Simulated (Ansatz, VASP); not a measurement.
Na4MgAlP3O12 in VASP and in Ansatz

```
CELL_PARAMETERS angstrom
4.40570 2.54363 7.18145
-4.40570 2.54363 7.18145
0.00000 -5.08727 7.18145
ATOMIC_POSITIONS crystal
Na 0.88619 0.61770 0.24363
Na 0.61770 0.24363 0.88619
Na 0.24363 0.88619 0.61770
Na 0.38619 0.74363 0.11770
Na 0.74363 0.11770 0.38619
Na 0.11770 0.38619 0.74363
Na 0.49843 0.49843 0.49843
Na 0.99843 0.99843 0.99843
Mg 0.35064 0.35064 0.35064
Mg 0.85064 0.85064 0.85064
Al 0.65020 0.65020 0.65020
Al 0.15020 0.15020 0.15020
P 0.54092 0.95566 0.25512
P 0.95566 0.25512 0.54092
P 0.25512 0.54092 0.95566
P 0.04092 0.75512 0.45566
P 0.75512 0.45566 0.04092
P 0.45566 0.04092 0.75512
O 0.52074 0.12605 0.27736
O 0.12605 0.27736 0.52074
O 0.27736 0.52074 0.12605
O 0.02074 0.77736 0.62605
O 0.77736 0.62605 0.02074
O 0.62605 0.02074 0.77736
O 0.48486 0.86219 0.73032
O 0.86219 0.73032 0.48486
O 0.73032 0.48486 0.86219
O 0.98486 0.23032 0.36219
O 0.23032 0.36219 0.98486
O 0.36219 0.98486 0.23032
O 0.42539 0.21973 0.58721
O 0.21973 0.58721 0.42539
O 0.58721 0.42539 0.21973
O 0.92539 0.08721 0.71973
O 0.08721 0.71973 0.92539
O 0.71973 0.92539 0.08721
O 0.56102 0.77575 0.43087
O 0.77575 0.43087 0.56102
O 0.43087 0.56102 0.77575
O 0.06102 0.93087 0.27575
O 0.93087 0.27575 0.06102
O 0.27575 0.06102 0.93087
```

Alike in both runs: task electric field gradients; functional PBE; k mesh 3 × 3 × 3; occupations fermi-dirac, width 0.02 eV; no spin polarisation.

```csv
,VASP,Ansatz
version,VASP 6.6.1,Ansatz 0.2.0
potentials or method,"VASP PAW PBE potentials, release 64 (Na_pv, Mg, Al, P, O)","plane-wave PAW, scalar-relativistic"
plane-wave cutoff (eV),520,420
valence electrons in the cell,240,272
```

VASP gave:

```
gap on the k mesh at the Fermi level (eV)                     : 4.61
pressure (GPa)                                                : 0.4
traceless stress, the component that is largest in VASP (GPa) : 0.24
rms of the force components (eV/Å)                            : 0.089
size of Vzz on the site where it differs most (V/Å²)          : 80.1
```

Task: Estimate Ansatz's values.

Result: gap on the k mesh at the Fermi level (eV): 4.63; pressure (GPa): 0.9; traceless stress, the component that is largest in VASP (GPa): 0.28; rms of the force components (eV/Å): 0.088; size of Vzz on the site where it differs most (V/Å²): 82.5.

Atom by atom the forces differ by 0.024 eV/Å (rms over components). VASP's potentials hold 240 valence electrons a cell and Ansatz's 272, so a difference there can come from the potentials and not from the codes.
